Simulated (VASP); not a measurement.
# Co (P-3m1) in VASP: further runs, part 2 of 2

VASP 6.6.1. The steps go on from the part before.

### 3 Single point, r2SCAN, collinear spin, ferromagnetic start

This run uses another cell than the first one, of 10.89 Å³/atom, 1.111 times its volume.

Contents of POSCAR:

```
Co
1.0
    2.4873648738      0.0000000000      0.0000000000
   -1.2436824369      2.1541211692      0.0000000000
    0.0000000000      0.0000000000      4.0632895034
Co
2
Direct
    0.6666666700      0.3333333300      0.2598610000
    0.3333333300      0.6666666700      0.7401390000
```

Contents of INCAR.step1:

```
  PREC = Accurate
  ENCUT = 520
  ISMEAR = 0
  SIGMA = 0.05
  LREAL = F
  LASPH = T
  NELM = 150
  ISPIN = 2
  MAGMOM = 3 3
  LMAXMIX = 4
  NBANDS = 20
  GGA = PE
  ALGO = Normal
  EDIFF = 1E-4
  LWAVE = T
  LCHARG = F
```

Contents of INCAR.step2:

```
  PREC = Accurate
  ENCUT = 520
  EDIFF = 1E-6
  ISMEAR = 0
  SIGMA = 0.05
  LREAL = F
  LASPH = T
  NELM = 150
  ALGO = Normal
  ISIF = 2
  LWAVE = F
  LCHARG = F
  ISPIN = 2
  MAGMOM = 3 3
  LORBIT = 11
  LMAXMIX = 4
  METAGGA = R2SCAN
  LMIXTAU = T
  NBANDS = 20
  ISTART = 1
```

Contents of KPOINTS:

```
Automatic mesh
0
Gamma
  15 15 8
```

Potentials or basis: VASP PAW PBE potentials, release 64 (Co).

Launch:

```
$ cat potpaw_PBE.64/Co/POTCAR > POTCAR
$ cp INCAR.step1 INCAR
$ mpirun -np 1 vasp_std > vasp.out
$ cp INCAR.step2 INCAR
$ mpirun -np 1 vasp_std > vasp.out
```

OUTCAR:

```text
PREC = Accurate
   ENCUT = 520
   EDIFF = 1E-6
   ISMEAR = 0
   LREAL = F
   LASPH = T
   NELM = 150
   ISIF = 2
   ISPIN = 2
   LORBIT = 11
   METAGGA = R2SCAN
   ISTART = 1

 ion  position               nearest neighbor table
   1  0.667  0.333  0.260-   2 2.42   2 2.42   2 2.42   2 2.55   2 2.55   2 2.55
   2  0.333  0.667  0.740-   1 2.42   1 2.42   1 2.42   1 2.55   1 2.55   1 2.55

  LATTYP: Found a hexagonal cell.
 ALAT       =     2.4873648738
 C/A-ratio  =     1.6335719565

  Lattice vectors:
[... 1319 lines left out ...]
  in kB      -39.1085303    -39.1085303    -36.9155297      0.0000000      0.0000000      0.0000000
  external PRESSURE =     -38.3775301 kB  Pullay stress =       0.0000000 kB

 VOLUME and BASIS-vectors are now :
 -----------------------------------------------------------------------------
  energy-cutoff  :      520.00
  volume of cell :       21.77
      direct lattice vectors                 reciprocal lattice vectors
     2.487364874  0.000000000  0.000000000     0.402031889  0.232113220  0.000000000
    -1.243682437  2.154121169  0.000000000     0.000000000  0.464226439  0.000000000
     0.000000000  0.000000000  4.063289503     0.000000000  0.000000000  0.246106018

 POSITION                                       TOTAL-FORCE (eV/Angst)
 -----------------------------------------------------------------------------------
      1.24368      0.71804      1.05589         0.000000      0.000000     -0.177181
     -0.00000      1.43608      3.00740        -0.000000     -0.000000      0.177181
 -----------------------------------------------------------------------------------
    total drift:                                0.000000      0.000000     -0.000000

  FREE ENERGIE OF THE ION-ELECTRON SYSTEM (eV)
  ---------------------------------------------------
  free  energy   TOTEN  =       -26.4052841129 eV

  energy  without entropy=      -26.4034658900  energy(sigma->0) =      -26.40437500

 total charge

# of ion       s       p       d       tot
------------------------------------------
    1        0.511   0.562   7.221   8.294
    2        0.511   0.562   7.221   8.294
--------------------------------------------------
tot          1.022   1.124  14.443  16.589

 magnetization (x)

# of ion       s       p       d       tot
------------------------------------------
    1       -0.011  -0.087   1.926   1.828
    2       -0.011  -0.087   1.926   1.828
--------------------------------------------------
tot         -0.023  -0.174   3.853   3.656
```

OUTCAR.step1:

```text
PREC = Accurate
   ENCUT = 520
   ISMEAR = 0
   LREAL = F
   LASPH = T
[... 1346 lines left out ...]
 -----------------------------------------------------------------------------------
      1.24368      0.71804      1.05589        -0.000000     -0.000000     -0.488643
     -0.00000      1.43608      3.00740         0.000000      0.000000      0.488643
 -----------------------------------------------------------------------------------
    total drift:                                0.000000      0.000000     -0.000000

  FREE ENERGIE OF THE ION-ELECTRON SYSTEM (eV)
  ---------------------------------------------------
  free  energy   TOTEN  =       -14.0547358211 eV

  energy  without entropy=      -14.0527196554  energy(sigma->0) =      -14.05372774
```

Wall time 6.6 min (1 thread of Intel Xeon 6975P-C, shared host); peak memory 0.24 GiB.

Results:

* Free energy: -26.4053 eV
* Pressure: -3.8 GPa
* Largest force: 0.177 eV/Å
* Net moment: 3.52 μB per cell
* Site moments: Co +1.83 μB
* Valence electrons inside the program's atomic spheres: Co 8.29

Forces in eV/Å, atoms in the order of the input:
```
Co   0.000  0.000 -0.177
Co   0.000  0.000  0.177
```

Levels at points of the mesh, in eV from the Fermi level:
Spin up:
| k point | band 7 | band 8 | band 9 | band 10 | band 11 | band 12 | band 13 | band 14 | band 15 | band 16 |
| --- | --- | --- | --- | --- | --- | --- | --- | --- | --- | --- |
| (0.00, 0.00, 0.00) | -3.13 | -2.80 | -2.80 | -1.71 | -1.71 | -0.37 | 5.89 | 22.72 | 25.34 | 25.34 |
| (0.00, 0.00, 0.50) | -3.41 | -3.41 | -2.21 | -2.21 | -1.87 | -1.87 | 14.35 | 15.46 | 23.38 | 23.62 |
Spin down:
| k point | band 3 | band 4 | band 5 | band 6 | band 7 | band 8 | band 9 | band 10 | band 11 | band 12 |
| --- | --- | --- | --- | --- | --- | --- | --- | --- | --- | --- |
| (0.00, 0.00, 0.00) | -1.21 | -0.93 | -0.93 | -0.79 | -0.74 | -0.74 | 0.19 | 0.19 | 1.25 | 1.25 |
| (0.00, 0.00, 0.50) | -1.98 | -1.49 | -1.15 | -1.15 | -0.87 | -0.87 | 0.85 | 0.85 | 0.98 | 0.98 |

Caveat: the PAW data sets were made with another functional, which shifts forces and pressure a little.

### 4 Single point, r2SCAN, collinear spin, ferromagnetic start

This run uses another cell than the first one, of 10.89 Å³/atom, 1.111 times its volume.

POSCAR is that of step 3.

Contents of INCAR.step1:

```
PREC = Accurate
ENCUT = 520
ISMEAR = 0
SIGMA = 0.05
LREAL = F
LASPH = T
NELM = 150
ISPIN = 2
MAGMOM = 1.93 1.93
LMAXMIX = 4
NBANDS = 20
GGA = PE
ALGO = Normal
EDIFF = 1E-4
LWAVE = T
LCHARG = F
```

Contents of INCAR.step2:

```
PREC = Accurate
ENCUT = 520
EDIFF = 1E-6
ISMEAR = 0
SIGMA = 0.05
LREAL = F
LASPH = T
NELM = 150
ALGO = Normal
ISIF = 2
LWAVE = F
LCHARG = F
ISPIN = 2
MAGMOM = 1.93 1.93
LORBIT = 11
LMAXMIX = 4
METAGGA = R2SCAN
LMIXTAU = T
NBANDS = 20
ISTART = 1
```

Contents of KPOINTS:

```
regular mesh
0
Gamma
  15 15 8
```

Potentials or basis: VASP PAW PBE potentials, release 64 (Co).

Launch:

```
$ cat potpaw_PBE.64/Co/POTCAR > POTCAR
$ cp INCAR.step1 INCAR
$ mpirun -np 1 vasp_std > vasp.out
$ cp INCAR.step2 INCAR
$ mpirun -np 1 vasp_std > vasp.out
```

OUTCAR:

```text
PREC = Accurate
   ENCUT = 520
   EDIFF = 1E-6
   ISMEAR = 0
   LREAL = F
   LASPH = T
   NELM = 150
   ISIF = 2
   ISPIN = 2
   LORBIT = 11
   METAGGA = R2SCAN
   ISTART = 1

 ion  position               nearest neighbor table
   1  0.667  0.333  0.260-   2 2.42   2 2.42   2 2.42   2 2.55   2 2.55   2 2.55
   2  0.333  0.667  0.740-   1 2.42   1 2.42   1 2.42   1 2.55   1 2.55   1 2.55

  LATTYP: Found a hexagonal cell.
 ALAT       =     2.4873648738
 C/A-ratio  =     1.6335719565

  Lattice vectors:

 A1 = (   2.4873648738,   0.0000000000,   0.0000000000)
 A2 = (  -1.2436824369,   2.1541211692,   0.0000000000)
 A3 = (   0.0000000000,   0.0000000000,   4.0632895034)

Analysis of symmetry for initial positions (statically):
=====================================================================
 Subroutine PRICEL returns:
 Original cell was already a primitive cell.

 Routine SETGRP: Setting up the symmetry group for a
 hexagonal supercell.

 Subroutine GETGRP returns: Found 12 space group operations
[... 741 lines left out ...]

 spin component 2

 k-point     1 :       0.0000    0.0000    0.0000
  band No.  band energies     occupation
      1       0.3628      1.00000
      2       5.6663      1.00000
      3       9.1311      1.00000
      4       9.4073      1.00000
      5       9.4074      1.00000
      6       9.5553      1.00000
[... 541 lines left out ...]
     19      30.8480      0.00000
     20      40.6896      0.00000

 [... further k-points ...]
[... 5 lines left out ...]
  --------------------------------------------------------------------------------------
  -------------------------------------------------------------------------------------
  Total       -0.5314221     -0.5314221     -0.5016195      0.0000000     -0.0000000      0.0000000
  in kB      -39.1077475    -39.1077475    -36.9145495      0.0000000     -0.0000000      0.0000000
  external PRESSURE =     -38.3766815 kB  Pullay stress =       0.0000000 kB

 VOLUME and BASIS-vectors are now :
 -----------------------------------------------------------------------------
  energy-cutoff  :      520.00
  volume of cell :       21.77
      direct lattice vectors                 reciprocal lattice vectors
     2.487364874  0.000000000  0.000000000     0.402031889  0.232113220  0.000000000
    -1.243682437  2.154121169  0.000000000     0.000000000  0.464226439  0.000000000
     0.000000000  0.000000000  4.063289503     0.000000000  0.000000000  0.246106018

 POSITION                                       TOTAL-FORCE (eV/Angst)
 -----------------------------------------------------------------------------------
      1.24368      0.71804      1.05589         0.000000      0.000000     -0.177179
     -0.00000      1.43608      3.00740        -0.000000     -0.000000      0.177179
 -----------------------------------------------------------------------------------
    total drift:                                0.000000      0.000000     -0.000000

  FREE ENERGIE OF THE ION-ELECTRON SYSTEM (eV)
  ---------------------------------------------------
  free  energy   TOTEN  =       -26.4052841145 eV

  energy  without entropy=      -26.4034658915  energy(sigma->0) =      -26.40437500

 total charge

# of ion       s       p       d       tot
------------------------------------------
    1        0.511   0.562   7.221   8.294
    2        0.511   0.562   7.221   8.294
--------------------------------------------------
tot          1.022   1.124  14.443  16.589

 magnetization (x)

# of ion       s       p       d       tot
------------------------------------------
    1       -0.011  -0.087   1.926   1.828
    2       -0.011  -0.087   1.926   1.828
--------------------------------------------------
tot         -0.023  -0.174   3.853   3.656
```

Wall time 6.5 min (1 thread of Intel Xeon 6975P-C, shared host); peak memory 0.23 GiB.

Results:

```yaml
Free_energy: -26.4053 eV
Pressure: -3.8 GPa
Largest_force: 0.177 eV/Å
Net_moment: 3.52 μB per cell
Site_moments: Co +1.83 μB
Valence_electrons_inside_the_program's_atomic_spheres: Co 8.29
```

Forces in eV/Å, atoms in the order of the input:
```
Co   0.000  0.000 -0.177
Co   0.000  0.000  0.177
```

Stress tensor (GPa, compression positive):
```
-3.91  0.00  0.00
 0.00 -3.91  0.00
 0.00  0.00 -3.69
```

Caveat: the PAW data sets were made with another functional, which shifts forces and pressure a little.
